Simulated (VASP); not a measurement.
# Sn in VASP: a series of runs

Sn is run at these levels: LDA; tasks: single point, relaxation of cell and atoms.

Program: VASP 6.6.1. These are calculated values, not measurements. Logs are shortened: lines on timing, memory, paths and dates and some standing lists are left out, and cuts for length are marked.

## (1) The cell of the first run

It takes space group I4/mmm (No. 139, tetragonal). Conventional cell: a = 3.490 Å, b = 3.490 Å, c = 4.222 Å, α = 90.00°, β = 90.00°, γ = 90.00°. Within 4.3 Å of Sn (site symmetry 4/mmm) lie 14 Sn at 3.25 to 4.22 Å.

## (2) Single point, LDA

INCAR reads:

```
  PREC = Accurate
  ENCUT = 520
  EDIFF = 1E-6
  ISMEAR = 0
  SIGMA = 0.1
  LREAL = F
  LASPH = T
  NELM = 60
  ALGO = Fast
  ISIF = 2
  LWAVE = F
  LCHARG = T
  LELF = T
  LVHAR = T
  NBANDS = 13
```

KPOINTS reads:

```
Automatic mesh
0
Gamma
  16 16 16
```

POSCAR reads:

```
Sn
1.0
   -1.7451447615      1.7450747834      2.1109224715
    1.7451447615     -1.7450747834      2.1109224715
    1.7451447615      1.7450747834     -2.1109224715
Sn
1
Direct
    0.0000000000      0.0000000000      0.0000000000
```

Potentials or basis: VASP PAW LDA potentials, release 64 (Sn_d).

The run is started by

```console
$ cat potpaw_LDA.64/Sn_d/POTCAR > POTCAR
$ mpirun -np 1 vasp_std > vasp.out
```

OUTCAR:

```text
PREC = Accurate
   ENCUT = 520
   EDIFF = 1E-6
   ISMEAR = 0
   LREAL = F
   LASPH = T
   NELM = 60
   ISIF = 2

 ion  position               nearest neighbor table
   1  0.000  0.000  0.000-

  LATTYP: Found a body centered orthorhombic cell.
 ALAT       =     3.4901495668
 B/A-ratio  =     1.0000401003
 C/A-ratio  =     1.2096458510

  Lattice vectors:

 A1 = (   1.7451447615,  -1.7450747834,  -2.1109224715)
 A2 = (  -1.7451447615,   1.7450747834,  -2.1109224715)
 A3 = (   1.7451447615,   1.7450747834,   2.1109224715)

Analysis of symmetry for initial positions (statically):
=====================================================================
 Subroutine PRICEL returns:
 Original cell was already a primitive cell.

 Routine SETGRP: Setting up the symmetry group for a
 body centered orthorhombic supercell.

 Subroutine GETGRP returns: Found  8 space group operations
 (whereof  8 operations were pure point group operations)
 out of a pool of  8 trial point group operations.

The static configuration has the point symmetry D_2h.

Analysis of symmetry for dynamics (positions and initial velocities):
=====================================================================
 Subroutine PRICEL returns:
 Original cell was already a primitive cell.

 Routine SETGRP: Setting up the symmetry group for a
 body centered orthorhombic supercell.

 Subroutine GETGRP returns: Found  8 space group operations
 (whereof  8 operations were pure point group operations)
 out of a pool of  8 trial point group operations.

The dynamic configuration has the point symmetry D_2h.

 Subroutine INISYM returns: Found  8 space group operations
 (whereof  8 operations are pure point group operations),
 and found     1 'primitive' translations

----------------------------------------------------------------------------------------

                                     Primitive cell

  volume of cell :      25.7145

  direct lattice vectors                    reciprocal lattice vectors
    -1.745144761  1.745074783  2.110922471     0.000000000  0.286520672  0.236863270
     1.745144761 -1.745074783  2.110922471     0.286509183  0.000000000  0.236863270
     1.745144761  1.745074783 -2.110922471     0.286509183  0.286520672  0.000000000

  length of vectors
     3.247585244  3.247585244  3.247585244     0.371750325  0.371741470  0.405193297

  position of ions in fractional coordinates (direct lattice)
     0.000000000  0.000000000  0.000000000

  ion indices of the primitive-cell ions
   primitive index   ion index
                 1           1

----------------------------------------------------------------------------------------

 KPOINTS: Automatic mesh

Automatic generation of k-mesh.
 Grid dimensions read from file:
 generate k-points for:   16   16   16

 Generating k-lattice:

  Cartesian coordinates                     Fractional coordinates (reciprocal lattice)
     0.000000000  0.017907542  0.014803954     0.062500000  0.000000000  0.000000000
     0.017906824  0.000000000  0.014803954     0.000000000  0.062500000 -0.000000000
     0.017906824  0.017907542  0.000000000     0.000000000 -0.000000000  0.062500000

  Length of vectors
     0.023234395  0.023233842  0.025324581

  Shift w.r.t. Gamma in fractional coordinates (k-lattice)
     0.000000000  0.000000000  0.000000000

 Subroutine IBZKPT returns following result:
 ===========================================

 Found    621 irreducible k-points:

 Following reciprocal coordinates:
            Coordinates               Weight
  0.000000  0.000000  0.000000      1.000000
  0.062500  0.000000 -0.000000      4.000000
  0.125000  0.000000 -0.000000      4.000000
  0.187500 -0.000000  0.000000      4.000000
  0.250000  0.000000 -0.000000      4.000000
  0.312500  0.000000 -0.000000      4.000000
[... 16 lines left out ...]
 -0.187500  0.062500  0.000000      8.000000
 -0.125000  0.062500  0.000000      8.000000
 [... further k-points ...]
   k-points           NKPTS =    621   k-points in BZ     NKDIM =    621   number of bands    NBANDS=     13
   number of dos      NEDOS =    301   number of ions     NIONS =      1
   total plane-waves  NPLWV =  13824
   dimension x,y,z NGX =    24 NGY =   24 NGZ =   24
   dimension x,y,z NGXF=    48 NGYF=   48 NGZF=   48
   ions per type =               1
   NGX,Y,Z   is equivalent  to a cutoff of  12.29, 12.29, 12.29 a.u.
   NGXF,Y,Z  is equivalent  to a cutoff of  24.57, 24.57, 24.57 a.u.
 SYSTEM =  unknown system
   PREC   = accura    normal or accurate (medium, high low for compatibility)
   ISTART =      0    job   : 0-new  1-cont  2-samecut
   ICHARG =      2    charge: 1-file 2-atom 10-const
   ISPIN  =      1    spin polarized calculation?
   LNONCOLLINEAR =      F non collinear calculations
   LSORBIT =      F    spin-orbit coupling
   LASPH  =      T    aspherical Exc in radial PAW
   ENCUT  =  520.0 eV  38.22 Ry    6.18 a.u.   6.04  6.04  6.04*2*pi/ulx,y,z
   NELM   =     60;   NELMIN=  2; NELMDL= -5     # of ELM steps
   EDIFF  = 0.1E-05   stopping-criterion for ELM
   LREAL  =      F    real-space projection
   EDIFFG = 0.1E-04   stopping-criterion for IOM
   NSW    =      0    number of steps for IOM
   IBRION =     -1    ionic relax: 0-MD 1-quasi-New 2-CG
   NFREE  =      0    steps in history (QN), initial steepest desc. (CG)
   ISIF   =      2    stress and relaxation
   ISYM   =      2    0-nonsym 1-usesym 2-fastsym
   POTIM  = 0.5000    time-step for ionic-motion
   TEBEG  =    0.0;   TEEND  =   0.0 temperature during run
   PSTRESS=    0.0 pullay stress
   NELECT =      14.0000    total number of electrons
   NUPDOWN=      -1.0000    fix difference up-down
   EMIN   =  10.00;   EMAX   =-10.00  energy-range for DOS
   EFERMI =   0.00;   METHOD = LEGACY
   ISMEAR =     0;   SIGMA  =   0.10  broadening in eV -4-tet -1-fermi 0-gaus
   EFERMI_NEDOS =   21; number of points for ismear=-14 and -15
   IALGO  =     68    algorithm
   IMIX   =      4    mixing-type and parameters
     AMIX     =   0.40;   BMIX     =  1.00
     AMIX_MAG =   1.60;   BMIX_MAG =  1.00
  volume/ion in A,a.u.               =      25.71       173.53
  Fermi-wavevector in a.u.,A,eV,Ry     =   1.336775  2.526138 24.313160  1.786967
  Thomas-Fermi vector in A             =   2.465375
   LORBIT       =      0    0 simple, 1 ext, 2 COOP (PROOUT), +10 PAW based schemes
   GGA     = CA    functional components
   LHFCALC =     F    Hartree Fock is set to
   AEXX    =    0.0000 exact exchange contribution
   IVDW    =     0    specifies the selected vdW correction
   LEPSILON=     F    determine dielectric tensor
   LRPA    =     F    only Hartree local field effects (RPA)
 non-spin polarized calculation
 RMM-DIIS sequential band-by-band and
 Gauss-broadening in eV      SIGMA  =   0.10
  energy-cutoff  :      520.00
  volume of cell :       25.71
 maximum number of plane-waves:       720
   NGX = 13   NGY = 13   NGZ = 13

 number of electron      14.0000004 magnetization

 Free energy of the ion-electron system (eV)
  ---------------------------------------------------
  ext. energy  EPLUGINS =         0.00000000
  ---------------------------------------------------
  free energy    TOTEN  =        -4.44761006 eV

  energy without entropy =       -4.44546328  energy(sigma->0) =       -4.44653667

 E-fermi :   8.5294     XC(G=0): -10.8652

 val. band max:        8.5267079458   @ k =   0.5000   0.3125   0.0000
 cond. band min:       8.5351204894   @ k =  -0.4375   0.1875   0.1250
 fundamental gap:      0.0084125435
 Fermi energy:         8.5294050203

 k-point     1 :       0.0000    0.0000    0.0000
  band No.  band energies     occupation
      1     -12.9711      2.00000
      2     -12.9711      2.00000
      3     -12.9112      2.00000
      4     -12.8697      2.00000
      5     -12.7959      2.00000
      6      -3.0126      2.00000
      7      16.4689      0.00000
      8      16.7893      0.00000
      9      16.7900      0.00000
     10      19.6239      0.00000
     11      20.8724      0.00000
     12      20.8734      0.00000
     13      21.4842      0.00000

 k-point     2 :       0.0625    0.0000   -0.0000
  band No.  band energies     occupation
      1     -12.9681      2.00000
      2     -12.9669      2.00000
      3     -12.9091      2.00000
      4     -12.8696      2.00000
      5     -12.7976      2.00000
      6      -2.9275      2.00000
      7      15.7119      0.00000
      8      16.5377      0.00000
      9      16.5461      0.00000
     10      19.1917      0.00000
     11      21.1039      0.00000
     12      21.3287      0.00000
     13      21.9798      0.00000

 k-point     3 :       0.1250    0.0000   -0.0000
  band No.  band energies     occupation
      1     -12.9602      2.00000
      2     -12.9595      2.00000
      3     -12.8985      2.00000
      4     -12.8691      2.00000
      5     -12.8019      2.00000
      6      -2.6720      2.00000
      7      13.8175      0.00000
      8      15.9546      0.00000
      9      16.3225      0.00000
     10      18.9088      0.00000
     11      20.8785      0.00000
     12      21.1867      0.00000
     13      21.9029      0.00000
[... 305 lines left out ...]
 k-point    23 :      -0.1875    0.0625    0.0000
  band No.  band energies     occupation
      1     -12.9688      2.00000
      2     -12.9448      2.00000
      3     -12.8878      2.00000
      4     -12.8618      2.00000
      5     -12.8020      2.00000
      6      -2.3675      2.00000
      7      12.5985      0.00000
      8      15.2167      0.00000
      9      15.7973      0.00000
     10      18.7530      0.00000
     11      19.5914      0.00000
     12      21.3146      0.00000
     13      21.9609      0.00000

 k-point    24 :      -0.1250    0.0625    0.0000
  band No.  band energies     occupation
      1     -12.9740      2.00000
      2     -12.9502      2.00000
      3     -12.9068      2.00000
      4     -12.8635      2.00000
      5     -12.7992      2.00000
      6      -2.7249      2.00000
      7      14.6097      0.00000
      8      15.7965      0.00000
      9      16.1755      0.00000
     10      18.7756      0.00000
     11      20.0951      0.00000
     12      21.5665      0.00000
     13      21.9745      0.00000

 [... further k-points ...]
[... 5 lines left out ...]
  --------------------------------------------------------------------------------------
  -------------------------------------------------------------------------------------
  Total        0.0071520      0.0075354     -0.0003675      0.0000000      0.0000000      0.0000000
  in kB        0.4456147      0.4695057     -0.0228962      0.0000000      0.0000000      0.0000000
  external PRESSURE =       0.2974081 kB  Pullay stress =       0.0000000 kB

 VOLUME and BASIS-vectors are now :
 -----------------------------------------------------------------------------
  energy-cutoff  :      520.00
  volume of cell :       25.71
      direct lattice vectors                 reciprocal lattice vectors
    -1.745144761  1.745074783  2.110922471     0.000000000  0.286520672  0.236863270
     1.745144761 -1.745074783  2.110922471     0.286509183  0.000000000  0.236863270
     1.745144761  1.745074783 -2.110922471     0.286509183  0.286520672  0.000000000

 POSITION                                       TOTAL-FORCE (eV/Angst)
 -----------------------------------------------------------------------------------
      0.00000      0.00000      0.00000         0.000000     -0.000000     -0.000000
 -----------------------------------------------------------------------------------
    total drift:                                0.000000      0.000000     -0.000000

  FREE ENERGIE OF THE ION-ELECTRON SYSTEM (eV)
  ---------------------------------------------------
  free  energy   TOTEN  =        -4.4476100584 eV

  energy  without entropy=       -4.4454632795  energy(sigma->0) =       -4.44653667
```

It took 2.9 min on 1 thread of Intel Xeon 8259CL, shared host; peak memory 0.29 GiB.

What came out:

| Property | Result |
| --- | --- |
| Free energy | -4.4476 eV |
| Pressure | 0.0 GPa |
| Band gap on the k mesh | zero (band 7 reaches 16.47 eV, above the bottom of band 8 at 6.13 eV) |

Caveat: spin-orbit coupling is left out, which moves the levels of the heavy elements.

(Continued in part 2 of 2.)
